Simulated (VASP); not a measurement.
# Ba2Be (P4/nmm) in VASP: further runs, part 2 of 2

VASP 6.6.1. The steps go on from the part before.

## 4. Relaxation of cell and atoms, PBE

The input, INCAR:

```
PREC     = Accurate       # precision mode
ENCUT    = 600            # plane-wave cutoff, eV
EDIFF    = 1E-7           # SCF threshold, eV
ISMEAR   = 0              # smearing method
SIGMA    = 0.1            # smearing width, eV
LREAL    = F              # projectors in reciprocal space
LASPH    = T              # aspherical terms in the spheres
NELM     = 60             # most SCF steps
ALGO     = Normal         # electronic algorithm
ISIF     = 3              # what is computed and relaxed
LWAVE    = F              # write WAVECAR
LCHARG   = F              # write CHGCAR
GGA      = PE             # functional
IBRION   = 2              # ionic algorithm
NSW      = 90             # ionic steps
EDIFFG   = -0.04          # ionic threshold
```

The input, KPOINTS:

```
Automatic mesh
0
Gamma
  4 4 2
```

The input, POSCAR:

```
Ba2Be
1.0
    4.1200579900      0.0000000000      0.0000000000
    0.0000000000      4.1200579900      0.0000000000
    0.0000000000      0.0000000000      8.2267995200
Ba Be
4 2
Direct
    0.0000000000      0.0000000000      0.0000000000
    0.5000000000      0.5000000000      0.0000000000
    0.0000000000      0.5000000000      0.6359999800
    0.5000000000      0.0000000000      0.3640000200
    0.0000000000      0.5000000000      0.2730000000
    0.5000000000      0.0000000000      0.7270000000
```

Potentials or basis: VASP PAW PBE potentials, release 64 (Ba_sv, Be).

Started as:

```console
$ cat potpaw_PBE.64/Ba_sv/POTCAR potpaw_PBE.64/Be/POTCAR > POTCAR
$ mpirun -np 1 vasp_std > vasp.out
```

OUTCAR:

```text
PREC = Accurate
   ENCUT = 600
   EDIFF = 1E-7
   ISMEAR = 0
   LREAL = F
   LASPH = T
   NELM = 60
   ISIF = 3
   GGA = PE
   IBRION = 2
   NSW = 90
   EDIFFG = -0.04

 ion  position               nearest neighbor table
   1  0.000  0.000  0.000-   2 2.91   2 2.91   2 2.91   2 2.91   5 3.05   6 3.05   6 3.05   5 3.05
                             3 3.63   4 3.63   3 3.63   4 3.63
   2  0.500  0.500  0.000-   1 2.91   1 2.91   1 2.91   1 2.91   6 3.05   6 3.05   5 3.05   5 3.05
                             3 3.63   3 3.63   4 3.63   4 3.63
   3  0.000  0.500  0.636-   5 2.99   6 3.01   6 3.01   6 3.01   6 3.01   1 3.63   2 3.63   2 3.63
                             1 3.63   4 3.67   4 3.67   4 3.67   4 3.67
   4  0.500  0.000  0.364-   6 2.99   5 3.01   5 3.01   5 3.01   5 3.01   1 3.63   1 3.63   2 3.63
                             2 3.63   3 3.67   3 3.67   3 3.67   3 3.67
   5  0.000  0.500  0.273-   3 2.99   4 3.01   4 3.01   4 3.01   4 3.01   1 3.05   2 3.05   2 3.05
                             1 3.05
   6  0.500  0.000  0.727-   4 2.99   3 3.01   3 3.01   3 3.01   3 3.01   1 3.05   1 3.05   2 3.05
                             2 3.05

  LATTYP: Found a simple tetragonal cell.
 ALAT       =     4.1200579900
 C/A-ratio  =     1.9967678950

  Lattice vectors:

 A1 = (   4.1200579900,   0.0000000000,   0.0000000000)
 A2 = (   0.0000000000,   4.1200579900,   0.0000000000)
 A3 = (   0.0000000000,   0.0000000000,   8.2267995200)

Analysis of symmetry for initial positions (statically):
=====================================================================
 Subroutine PRICEL returns:
 Original cell was already a primitive cell.

[... 171 lines left out ...]

 val. band max:        4.8741739215   @ k =   0.2500   0.2500   0.5000
 cond. band min:       4.9259709217   @ k =   0.5000   0.0000   0.5000
 fundamental gap:      0.0517970001
 Fermi energy:         4.9103301715

 k-point     1 :       0.0000    0.0000    0.0000
  band No.  band energies     occupation
      1     -24.4557      2.00000
      2     -22.8476      2.00000
      3     -22.5782      2.00000
      4     -22.1687      2.00000
      5     -10.9002      2.00000
      6     -10.9002      2.00000
[... 450 lines left out ...]
  FREE ENERGIE OF THE ION-ELECTRON SYSTEM (eV)
  ---------------------------------------------------
  free  energy   TOTEN  =       -11.9451984825 eV

  energy  without entropy=      -11.8993877426  energy(sigma->0) =      -11.92229311

[... ionic steps 4 to 17 ...]

--------------------------------------- Ionic step       18  -------------------------------------------

 number of electron      43.9999995 magnetization

------------------------ aborting loop because EDIFF is reached ----------------------------------------
[... 75 lines left out ...]
--------------------------------------- Ionic step       20  -------------------------------------------

 number of electron      43.9999991 magnetization

 Free energy of the ion-electron system (eV)
  ---------------------------------------------------
  ext. energy  EPLUGINS =         0.00000000
  ---------------------------------------------------
  free energy    TOTEN  =       -12.30757406 eV

  energy without entropy =      -12.25632272  energy(sigma->0) =      -12.28194839

 E-fermi :   2.0548     XC(G=0):  -8.0334

 val. band max:        2.0425168139   @ k =   0.5000   0.5000   0.0000
 cond. band min:       2.0617867553   @ k =   0.2500   0.0000   0.5000
 fundamental gap:      0.0192699415
 Fermi energy:         2.0548256624

 k-point     1 :       0.0000    0.0000    0.0000
  band No.  band energies     occupation
      1     -26.5754      2.00000
      2     -26.5236      2.00000
      3     -26.0855      2.00000
      4     -25.9178      2.00000
      5     -11.9056      2.00000
      6     -11.9056      2.00000
[... 370 lines left out ...]
  FREE ENERGIE OF THE ION-ELECTRON SYSTEM (eV)
  ---------------------------------------------------
  free  energy   TOTEN  =       -12.3075740622 eV

  energy  without entropy=      -12.2563227161  energy(sigma->0) =      -12.28194839

 reached required accuracy - stopping structural energy minimisation
```

OSZICAR:

```text
N       E                     dE             d eps       ncg     rms          rms(c)
DAV:   1     0.345239972216E+03    0.34524E+03   -0.22474E+04   624   0.172E+03
DAV:   2     0.169409774879E+02   -0.32830E+03   -0.32470E+03   970   0.306E+02
DAV:   3    -0.782710937723E+01   -0.24768E+02   -0.24112E+02   832   0.795E+01
[... 262 lines left out ...]
DAV:   6    -0.123075703079E+02   -0.12831E-04   -0.56897E-06   782   0.105E-02    0.416E-03
DAV:   7    -0.123075740222E+02   -0.37144E-05   -0.11496E-06   888   0.506E-03    0.979E-04
DAV:   8    -0.123075742652E+02   -0.24299E-06   -0.84180E-08   356   0.149E-03    0.316E-04
DAV:   9    -0.123075741441E+02    0.12112E-06   -0.17922E-08   336   0.813E-04    0.122E-04
DAV:  10    -0.123075740622E+02    0.81894E-07   -0.44025E-09   332   0.438E-04
  20 F= -.12307574E+02 E0= -.12281948E+02  d E =-.160924E-02
```

Wall time 27 min (1 thread of Oxide Virtual Turin-like, shared host); peak memory 0.28 GiB.

What came out:

```yaml
Free_energy: -12.3076 eV
Relaxed_volume: 40.30 Å³/atom
Relaxed_cell: a = 5.431 Å, b = 5.431 Å, c = 8.198 Å, α = 90.00°, β = 90.00°, γ = 90.00°
Space_group_after_relaxing_to_0.1_Å: P4/nmm (No. 129)
Energy_gained_by_relaxing: 862.4 meV/atom
Ionic_steps: 20
Pressure_after_relaxing: 0.1 GPa
Largest_force_after_relaxing: 0.037 eV/Å
Band_gap_on_the_k_mesh: zero (bands 22 and 23 overlap by 0.67 eV)
```

Forces in eV/Å, atoms in the order of the input:
```
Ba   0.000  0.000  0.000
Ba   0.000  0.000  0.000
Ba   0.000  0.000  0.033
Ba   0.000  0.000 -0.033
Be   0.000  0.000  0.037
Be   0.000  0.000 -0.037
```

The path:
```
step  energy change (eV)  largest force (eV/Å)  pressure (GPa)  volume (Å³)
   1              0.0000                0.7094           22.56       139.65
   2             -4.6400                0.5196            2.15       216.54
   3             -4.8119                0.4832            0.61       233.60
   4             -4.7515                0.4051           -1.31       270.30
   5             -4.8438                0.4509           -0.35       248.10
   6             -4.8444                0.4565           -0.20       245.53
   7             -4.9049                0.4432           -0.09       243.87
   8             -5.0232                0.4447            0.20       238.42
   9             -4.9799                0.5358            1.15       225.24
  10             -5.0446                0.4834            0.61       231.41
  11             -5.0997                0.3455            0.31       235.64
  12             -5.1486                0.1632           -0.40       248.50
  13             -5.1509                0.1674           -0.29       246.22
  14             -5.1645                0.1228           -0.01       242.05
  15             -5.1660                0.1014            0.13       240.12
  16             -5.1702                0.0671            0.05       241.51
  17             -5.1727                0.0654           -0.08       243.95
  18             -5.1727                0.0647           -0.07       243.72
  19             -5.1740                0.0485            0.00       242.59
  20             -5.1743                0.0365            0.05       241.80
```

Final structure:
```
Ba Be
1.0
     5.43101    0.00000    0.00000
     0.00000    5.43101    0.00000
     0.00000    0.00000    8.19760
Ba Be
4 2
Direct
  0.00000 0.00000 0.00000
  0.50000 0.50000 0.00000
  0.00000 0.50000 0.61000
  0.50000 0.00000 0.39000
  0.00000 0.50000 0.22288
  0.50000 0.00000 0.77712
```

Caveat: the k points lie up to 0.38 Å⁻¹ apart in the final cell, too coarse for converged energies and pressures of a metal; the volume moved by over 15 % at a fixed basis, so the end points are rough; spin-orbit coupling is left out, which moves the levels of the heavy elements.

## 5. Single point, PBE

This run uses another cell than the first one, of 39.94 Å³/atom.

The input, INCAR:

```
SYSTEM = Ba2Be
PREC     = Accurate       ! precision mode
ENCUT    = 520            ! plane-wave cutoff, eV
EDIFF    = 1E-7           ! SCF threshold, eV
ISMEAR   = 0              ! smearing method
SIGMA    = 0.1            ! smearing width, eV
LREAL    = .FALSE.        ! projectors in reciprocal space
LASPH    = .TRUE.         ! aspherical terms in the spheres
NELM     = 60             ! most SCF steps
ALGO     = Fast           ! electronic algorithm
ISIF     = 2              ! what is computed and relaxed
LWAVE    = .FALSE.        ! write WAVECAR
LCHARG   = .FALSE.        ! write CHGCAR
GGA      = PE             ! functional
NBANDS   = 31             ! bands
```

The input, KPOINTS:

```
regular mesh
0
G
  8 8 6
  0 0 0
```

The input, POSCAR:

```
Ba2Be
1.0
    5.3996831083      0.0000000000      0.0000000000
    0.0000000000      5.3996831083      0.0000000000
    0.0000000000      0.0000000000      8.2184626384
Ba Be
4 2
Direct
    0.0000000000      0.0000000000      0.0000000000
    0.5000000000      0.5000000000      0.0000000000
    0.0000000000      0.5000000000      0.6158658085
    0.5000000000      0.0000000000      0.3841341915
    0.0000000000      0.5000000000      0.2251186335
    0.5000000000      0.0000000000      0.7748813665
```

Started as:

```console
$ cat potpaw_PBE.64/Ba_sv/POTCAR potpaw_PBE.64/Be/POTCAR > POTCAR
$ mpirun -np 1 vasp_std > vasp.out
```

It took 16 min on 1 thread of Oxide Virtual Turin-like, shared host; peak memory 0.51 GiB.

The run converged. Its results:

- Free energy: -12.3307 eV
- Pressure: 0.2 GPa
- Largest force: 0.010 eV/Å
- Band gap on the k mesh: zero (bands 22 and 23 overlap by 0.73 eV)

Forces on the atoms (eV/Å):
```
Ba   0.000  0.000  0.000
Ba   0.000  0.000  0.000
Ba   0.000  0.000 -0.004
Ba   0.000  0.000  0.004
Be   0.000  0.000  0.010
Be   0.000  0.000 -0.010
```

Levels at points of the mesh, in eV from the Fermi level:
| k point | band 20 | band 21 | band 22 | band 23 | band 24 | band 25 |
| --- | --- | --- | --- | --- | --- | --- |
| (0.00, 0.00, 0.00) | -0.62 | -0.46 | -0.46 | -0.14 | 0.49 | 1.30 |
| (0.50, 0.00, 0.00) | -0.93 | -0.10 | -0.10 | 0.34 | 0.34 | 0.96 |
| (0.50, 0.50, 0.00) | -0.76 | -0.05 | -0.05 | 0.32 | 0.32 | 0.88 |
| (0.00, 0.00, 0.50) | -1.19 | -0.13 | -0.13 | 0.20 | 0.57 | 0.86 |
| (0.50, 0.00, 0.50) | -1.14 | -0.24 | -0.24 | 0.11 | 0.11 | 1.34 |
| (0.50, 0.50, 0.50) | -1.03 | 0.46 | 0.46 | 0.47 | 0.47 | 1.27 |

Caveat: spin-orbit coupling is left out, which moves the levels of the heavy elements.

## 6. Summary

```csv
task,cell,k mesh,cutoff (eV),gap on the mesh (eV),pressure (GPa),largest force (eV/Å)
single point,"a = 4.120, b = 4.120, c = 8.227 Å, 6 atoms, atomic positions A",4 × 4 × 2,520,none,22.6,0.71
single point,"a = 5.349, b = 5.349, c = 8.335 Å, 6 atoms, atomic positions B",4 × 4 × 2,520,none,0.2,0.03
relaxation of cell and atoms,"relaxed from a = 4.120, b = 4.120, c = 8.227 Å, 6 atoms, atomic positions A",4 × 4 × 2,600,none,0.1,0.04
single point,"a = 5.400, b = 5.400, c = 8.218 Å, 6 atoms, atomic positions C",8 × 8 × 6,520,none,0.2,0.01
```

Alike in all rows: level PBE; potentials or basis VASP PAW PBE potentials, release 64 (Ba_sv, Be); no spin polarisation; smearing gaussian 0.1 eV.

Caveats: some runs use coarse meshes; spin-orbit coupling is left out, which moves the levels of the heavy elements; the volume moved by over 15 % at a fixed basis, so the end points are rough (at least some runs).

Absolute energies hang on the potentials; compare differences alone.

The gap in the log of VASP goes by the Fermi energy; the results here count the filled bands.